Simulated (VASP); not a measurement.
Wanted: the native input for a VASP 6.6.1 run.

| Quantity | Value |
| --- | --- |
| Task | relaxation of cell and atoms |
| Functional | PBEsol |
| Potentials or basis | VASP PAW PBE potentials, release 64 (Mg, Te) |
| Cutoff | 600 eV |
| k mesh | 6 × 6 × 4 |
| Occupations | gaussian, width 0.02 eV |
| Spin | no spin polarisation |
| Dipole correction | no |
| Further INCAR settings | ALGO = Normal; EDIFF = 1e-07; IBRION = 2; EDIFFG = -0.01; NSW = 80; ISIF = 3 |

The structure of MgTe lies in POSCAR:

```
MgTe
1.0
    4.3842777139      0.0000000000      0.0000000000
   -2.1921388570      3.7968958775      0.0000000000
    0.0000000000      0.0000000000      6.9812472453
Mg Te
2 2
Direct
    0.6666666667      0.3333333333      0.4962629880
    0.3333333333      0.6666666667      0.9962629880
    0.3333333333      0.6666666667      0.3787360120
    0.6666666667      0.3333333333      0.8787360120
```

The input as run:

INCAR

```
ALGO = Normal ; EDIFF = 1E-7
EDIFFG = -0.01 ; ENCUT = 600
GGA = PS ; GGA_COMPAT = False
IBRION = 2 ; ISIF = 3
ISMEAR = 0 ; LASPH = True
LCHARG = False ; LREAL = False
LWAVE = False ; NELM = 120
NELMIN = 4 ; NSW = 80
PREC = Accurate ; SIGMA = 0.02
```

KPOINTS

```
k-points
0
Gamma
  6 6 4
```

Potentials or basis: VASP PAW PBE potentials, release 64 (Mg, Te).

The run is started by

```sh
$ cat potpaw_PBE.64/Mg/POTCAR potpaw_PBE.64/Te/POTCAR > POTCAR
$ mpirun -np 1 vasp_std > vasp.out
```

Results of the run:

| Quantity | Value |
| --- | --- |
| Relaxed volume | 33.39 Å³/atom |
| Relaxed cell | a = 4.563 Å, b = 4.563 Å, c = 7.409 Å, α = 90.00°, β = 90.00°, γ = 120.00° |
| Space group after relaxing (to 0.1 Å) | P6_3mc (No. 186) |
| Energy gained by relaxing | 82.5 meV/atom |
| Ionic steps | 9 |
| Pressure after relaxing | 0.0 GPa |
| Band gap on the k mesh | 2.38 eV |

Caveat: the PAW data sets were made with another functional, which shifts forces and pressure a little; spin-orbit coupling is left out, which moves the levels of the heavy elements.

Wall time 6.2 min on 1 thread of Intel Xeon 8259CL, with other jobs on the host, peak memory 0.29 GiB.
